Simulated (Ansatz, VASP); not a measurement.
**Two plane-wave programs on BN**

The input POSCAR:

```
BN
1.0
    2.5039917043      0.0000000000      0.0000000000
   -1.2519958522      2.1685204268      0.0000000000
    0.0000000000      0.0000000000      6.6612000000
B N
2 2
Direct
    0.3333333333      0.6666666667      0.2500000000
    0.6666666667      0.3333333333      0.7500000000
    0.5639052910      0.7819526455      0.7500000000
    0.8972386243      0.4486193122      0.2500000000
```

INCAR.step1

```
SYSTEM = BN
PREC = Accurate ; ENCUT = 520
ISMEAR = 0 ; SIGMA = 0.05
LREAL = .FALSE. ; LASPH = .TRUE.
NELM = 60 ; NBANDS = 16
GGA = PE ; ALGO = Normal
EDIFF = 1E-4 ; LWAVE = .TRUE.
LCHARG = .FALSE.
```

The input INCAR.step2:

```
SYSTEM = BN
PREC = Accurate ; ENCUT = 520
EDIFF = 1E-6 ; ISMEAR = 0
SIGMA = 0.05 ; LREAL = .FALSE.
LASPH = .TRUE. ; NELM = 60
ALGO = Normal ; ISIF = 2
LWAVE = .FALSE. ; LCHARG = .FALSE.
METAGGA = R2SCAN ; LMIXTAU = .TRUE.
NBANDS = 16 ; ISTART = 1
```

File KPOINTS:

```
Automatic mesh
0
G
  12 12 4
  0 0 0
```

Input for Ansatz:

```yaml
crystal:
  lattice:
    - [2.5039917043, 0.0, 0.0]
    - [-1.2519958522, 2.1685204268, 0.0]
    - [0.0, 0.0, 6.6612]
  atoms:
    - { symbol: B, position: [0.3333333333, 0.6666666667, 0.25] }
    - { symbol: B, position: [0.6666666667, 0.3333333333, 0.75] }
    - { symbol: "N", position: [0.563905291, 0.7819526455, 0.75] }
    - { symbol: "N", position: [0.8972386243, 0.4486193122, 0.25] }
basis:
  ecutwfc: 500
kpoints:
  mp_grid: { grid: [12, 12, 4] }
hamiltonian:
  xc: r2scan
scf:
  occupations: { method: gaussian, width: 0.05 }
output:
  forces: true
  stress: true
  eigenvalues: true
```

Change from the starting cell: all N atoms moved -0.500 Å, as atom 3 towards its neighbour atom 2 (B) at 1.446 Å.

Alike in both runs: task single point; functional r2SCAN; k mesh 12 × 12 × 4; occupations gaussian, width 0.05 eV; no spin polarisation.

|  | VASP | Ansatz |
| --- | --- | --- |
| version | VASP 6.6.1 | Ansatz 0.2.0 |
| potentials or method | VASP PAW PBE potentials, release 64 (B, N), cutoff 520 eV | scalar-relativistic, plane waves, PAW |
| valence electrons in the cell | 16 | 16 |

VASP gave:

- gap on the k mesh at the Fermi level (eV): 2.19
- least direct gap on the mesh (eV): 3.82
- rms of the force components (eV/Å): 29.334

Which values does Ansatz return?

gap on the k mesh at the Fermi level (eV): 2.16; least direct gap on the mesh (eV): 3.84; rms of the force components (eV/Å): 27.996.

VASP's potentials were made for PBE, not for r2SCAN. Atom by atom the forces differ by 1.344 eV/Å (rms over components).
